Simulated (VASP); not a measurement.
# Y4N (Pm-3m) in VASP: further runs

The runs below take Y4N through single point, with PBE.

Everything below comes from runs of VASP 6.6.1. Logs are shortened: lines on timing, memory, paths and dates and some standing lists are left out, and cuts for length are marked.

### Step 1. The cell of the first run

The structure is cubic, space group Pm-3m (No. 221). Conventional cell: a = 4.747 Å, b = 4.747 Å, c = 4.747 Å, α = 90.00°, β = 90.00°, γ = 90.00°. Y (site symmetry m-3m) has 12 Y at 3.36 Å and 8 N at 4.11 Å within 4.4 Å. Within 3.1 Å of Y (site symmetry 4/mmm) lie 2 N at 2.37 Å. Within 3.1 Å of N (site symmetry m-3m) lie 6 Y at 2.37 Å.

The cell was built from a structure type or drawn by symmetry, and may not be a known phase.

### Step 2. Single point, PBE

The input, INCAR:

```
SYSTEM = Y4N
PREC = Accurate ; ENCUT = 520
EDIFF = 1E-6 ; ISMEAR = 0
SIGMA = 0.1 ; LREAL = .FALSE.
LASPH = .TRUE. ; NELM = 60
ALGO = Normal ; ISIF = 2
LWAVE = .FALSE. ; LCHARG = .FALSE.
GGA = PE ; NBANDS = 32
```

The input, KPOINTS:

```
Automatic mesh
0
G
  4 4 4
  0 0 0
```

The input, POSCAR:

```
Y4N
1.0
    4.7468680400      0.0000000000      0.0000000000
    0.0000000000      4.7468680400      0.0000000000
    0.0000000000      0.0000000000      4.7468680400
Y N
4 1
Direct
    0.0000000000      0.0000000000      0.0000000000
    0.5000000000      0.5000000000      0.0000000000
    0.5000000000      0.0000000000      0.5000000000
    0.0000000000      0.5000000000      0.5000000000
    0.5000000000      0.5000000000      0.5000000000
```

Potentials or basis: VASP PAW PBE potentials, release 64 (Y_sv, N).

Launch:

```sh
> cat potpaw_PBE.64/Y_sv/POTCAR potpaw_PBE.64/N/POTCAR > POTCAR
> mpirun -np 1 vasp_std > vasp.out
```

OUTCAR:

```text
SYSTEM = Y4N
   PREC = Accurate
   ENCUT = 520
   EDIFF = 1E-6
   ISMEAR = 0
   LREAL = .FALSE.
   LASPH = .TRUE.
   NELM = 60
   ISIF = 2
   GGA = PE

 ion  position               nearest neighbor table
   1  0.000  0.000  0.000-   2 3.36   3 3.36   4 3.36   3 3.36   4 3.36   2 3.36   4 3.36   4 3.36
                             2 3.36   3 3.36   3 3.36   2 3.36
   2  0.500  0.500  0.000-   5 2.37   5 2.37   4 3.36   1 3.36   3 3.36   4 3.36   3 3.36   1 3.36
                             3 3.36   3 3.36   1 3.36   4 3.36   4 3.36   1 3.36
   3  0.500  0.000  0.500-   5 2.37   5 2.37   4 3.36   1 3.36   1 3.36   2 3.36   2 3.36   4 3.36
                             2 3.36   2 3.36   1 3.36   4 3.36   1 3.36   4 3.36
   4  0.000  0.500  0.500-   5 2.37   5 2.37   3 3.36   1 3.36   1 3.36   2 3.36   1 3.36   3 3.36
                             1 3.36   2 3.36   3 3.36   2 3.36   2 3.36   3 3.36
   5  0.500  0.500  0.500-   2 2.37   3 2.37   4 2.37   2 2.37   3 2.37   4 2.37

  LATTYP: Found a simple cubic cell.
 ALAT       =     4.7468680400

  Lattice vectors:

 A1 = (   4.7468680400,   0.0000000000,   0.0000000000)
 A2 = (   0.0000000000,   4.7468680400,   0.0000000000)
 A3 = (   0.0000000000,   0.0000000000,   4.7468680400)

Analysis of symmetry for initial positions (statically):
=====================================================================
 Subroutine PRICEL returns:
 Original cell was already a primitive cell.

 Routine SETGRP: Setting up the symmetry group for a
 simple cubic supercell.

 Subroutine GETGRP returns: Found 48 space group operations
 (whereof 48 operations were pure point group operations)
 out of a pool of 48 trial point group operations.

The static configuration has the point symmetry O_h .

Analysis of symmetry for dynamics (positions and initial velocities):
=====================================================================
 Subroutine PRICEL returns:
 Original cell was already a primitive cell.

 Routine SETGRP: Setting up the symmetry group for a
 simple cubic supercell.

 Subroutine GETGRP returns: Found 48 space group operations
 (whereof 48 operations were pure point group operations)
 out of a pool of 48 trial point group operations.

The dynamic configuration has the point symmetry O_h .

 Subroutine INISYM returns: Found 48 space group operations
 (whereof 48 operations are pure point group operations),
 and found     1 'primitive' translations

----------------------------------------------------------------------------------------

[... 87 lines left out ...]
   IBRION =     -1    ionic relax: 0-MD 1-quasi-New 2-CG
   NFREE  =      0    steps in history (QN), initial steepest desc. (CG)
   ISIF   =      2    stress and relaxation
   ISYM   =      2    0-nonsym 1-usesym 2-fastsym
   POTIM  = 0.5000    time-step for ionic-motion
   TEBEG  =    0.0;   TEEND  =   0.0 temperature during run
   PSTRESS=    0.0 pullay stress
   NELECT =      49.0000    total number of electrons
   NUPDOWN=      -1.0000    fix difference up-down
   EMIN   =  10.00;   EMAX   =-10.00  energy-range for DOS
   EFERMI =   0.00;   METHOD = LEGACY
   ISMEAR =     0;   SIGMA  =   0.10  broadening in eV -4-tet -1-fermi 0-gaus
   EFERMI_NEDOS =   21; number of points for ismear=-14 and -15
   IALGO  =     38    algorithm
   IMIX   =      4    mixing-type and parameters
     AMIX     =   0.40;   BMIX     =  1.00
     AMIX_MAG =   1.60;   BMIX_MAG =  1.00
  volume/ion in A,a.u.               =      21.39       144.36
  Fermi-wavevector in a.u.,A,eV,Ry     =   1.262020  2.384873 21.669937  1.592695
  Thomas-Fermi vector in A             =   2.395450
   LORBIT       =      0    0 simple, 1 ext, 2 COOP (PROOUT), +10 PAW based schemes
   GGA     = PE    functional components
   LHFCALC =     F    Hartree Fock is set to
   AEXX    =    0.0000 exact exchange contribution
   IVDW    =     0    specifies the selected vdW correction
   LEPSILON=     F    determine dielectric tensor
   LRPA    =     F    only Hartree local field effects (RPA)
 non-spin polarized calculation
 Gauss-broadening in eV      SIGMA  =   0.10
  energy-cutoff  :      520.00
  volume of cell :      106.96
 maximum number of plane-waves:      2897
 NGX is ok and might be reduce to    36
   NGX = 17   NGY = 17   NGZ = 17

 number of electron      49.0000004 magnetization

 Free energy of the ion-electron system (eV)
  ---------------------------------------------------
  ext. energy  EPLUGINS =         0.00000000
  ---------------------------------------------------
  free energy    TOTEN  =       -36.16285447 eV

  energy without entropy =      -36.13502797  energy(sigma->0) =      -36.14894122

 E-fermi :   4.5329     XC(G=0): -10.6125

 val. band max:        4.5326174107   @ k =   0.5000   0.0000   0.0000
 cond. band min:       4.5713120841   @ k =   0.5000   0.0000   0.0000
 fundamental gap:      0.0386946735
 Fermi energy:         4.5328675462

 k-point     1 :       0.0000    0.0000    0.0000
  band No.  band energies     occupation
      1     -37.6333      2.00000
      2     -37.3703      2.00000
      3     -37.2430      2.00000
      4     -37.2430      2.00000
      5     -18.0786      2.00000
      6     -18.0786      2.00000
[... 339 lines left out ...]
     31       6.4512      0.00000
     32       6.4512      0.00000

------------------------ aborting loop because EDIFF is reached ----------------------------------------

  FORCE on cell =-STRESS in cart. coord.  units (eV):
  Direction    XX          YY          ZZ          XY          YZ          ZX
  --------------------------------------------------------------------------------------
  -------------------------------------------------------------------------------------
  Total        8.0754869      8.0754869      8.0754869      0.0000000      0.0000000     -0.0000000
  in kB      120.9644691    120.9644691    120.9644691      0.0000000      0.0000000     -0.0000000
  external PRESSURE =     120.9644691 kB  Pullay stress =       0.0000000 kB

 VOLUME and BASIS-vectors are now :
 -----------------------------------------------------------------------------
  energy-cutoff  :      520.00
  volume of cell :      106.96
      direct lattice vectors                 reciprocal lattice vectors
     4.746868040  0.000000000  0.000000000     0.210665220  0.000000000  0.000000000
     0.000000000  4.746868040  0.000000000     0.000000000  0.210665220  0.000000000
     0.000000000  0.000000000  4.746868040     0.000000000  0.000000000  0.210665220

 POSITION                                       TOTAL-FORCE (eV/Angst)
 -----------------------------------------------------------------------------------
      0.00000      0.00000      0.00000         0.000000      0.000000      0.000000
      2.37343      2.37343      0.00000         0.000000      0.000000      0.000000
      2.37343      0.00000      2.37343         0.000000      0.000000      0.000000
      0.00000      2.37343      2.37343         0.000000      0.000000      0.000000
      2.37343      2.37343      2.37343         0.000000      0.000000      0.000000
 -----------------------------------------------------------------------------------
    total drift:                                0.000000      0.000000      0.000000

  FREE ENERGIE OF THE ION-ELECTRON SYSTEM (eV)
  ---------------------------------------------------
  free  energy   TOTEN  =       -36.1628544728 eV

  energy  without entropy=      -36.1350279734  energy(sigma->0) =      -36.14894122
```

OSZICAR:

```text
N       E                     dE             d eps       ncg     rms          rms(c)
DAV:   1     0.280748424297E+03    0.28075E+03   -0.24655E+04   640   0.150E+03
DAV:   2    -0.120880760329E+02   -0.29284E+03   -0.27967E+03   736   0.364E+02
DAV:   3    -0.400935960003E+02   -0.28006E+02   -0.26743E+02  1040   0.707E+01
DAV:   4    -0.413715479563E+02   -0.12780E+01   -0.12673E+01   912   0.154E+01
DAV:   5    -0.413988474786E+02   -0.27300E-01   -0.27293E-01   936   0.221E+00    0.524E+01
DAV:   6    -0.363620344618E+02    0.50368E+01   -0.34989E+01   728   0.200E+01    0.475E+01
DAV:   7    -0.361582263677E+02    0.20381E+00   -0.32922E+00   712   0.698E+00    0.285E+01
DAV:   8    -0.361675081008E+02   -0.92817E-02   -0.55268E-01   832   0.384E+00    0.242E+00
DAV:   9    -0.361639123487E+02    0.35958E-02   -0.11285E-01   840   0.140E+00    0.133E+00
DAV:  10    -0.361629565233E+02    0.95583E-03   -0.79234E-03   816   0.493E-01    0.474E-01
DAV:  11    -0.361628717818E+02    0.84741E-04   -0.17151E-03   920   0.266E-01    0.201E-01
DAV:  12    -0.361628640810E+02    0.77008E-05   -0.60837E-04   800   0.153E-01    0.101E-01
DAV:  13    -0.361628545869E+02    0.94940E-05   -0.11554E-04   816   0.558E-02    0.147E-02
DAV:  14    -0.361628559614E+02   -0.13744E-05   -0.59403E-06   704   0.140E-02    0.221E-02
DAV:  15    -0.361628548761E+02    0.10853E-05   -0.10990E-06   472   0.674E-03    0.789E-03
DAV:  16    -0.361628544728E+02    0.40329E-06   -0.75926E-07   472   0.460E-03
   1 F= -.36162854E+02 E0= -.36148941E+02  d E =-.278265E-01
```

stdout:

```text
POSCAR found type information on POSCAR Y N
 POSCAR found :  2 types and       5 ions
 scaLAPACK will be used
 LDA part: xc-table for (Slater+PW92), standard interpolation
 POSCAR, INCAR and KPOINTS ok, starting setup
 FFT: planning ... GRIDC
 FFT: planning ... GRID_SOFT
 FFT: planning ... GRID
 WAVECAR not read
 entering main loop
```

It took 82 s on 1 thread of Intel Xeon Platinum 8259CL at 2.50GHz (Skylake/Cascade Lake), shared host; peak memory 0.22 GiB.

Results:

```yaml
Free_energy: -36.1629 eV
Pressure: 12.1 GPa
Band_gap_on_the_k_mesh: zero (an odd number of electrons rules out a gap without spin polarisation)
```

Caveat: the cell stands under pressure.

[end of part 1 of 2]
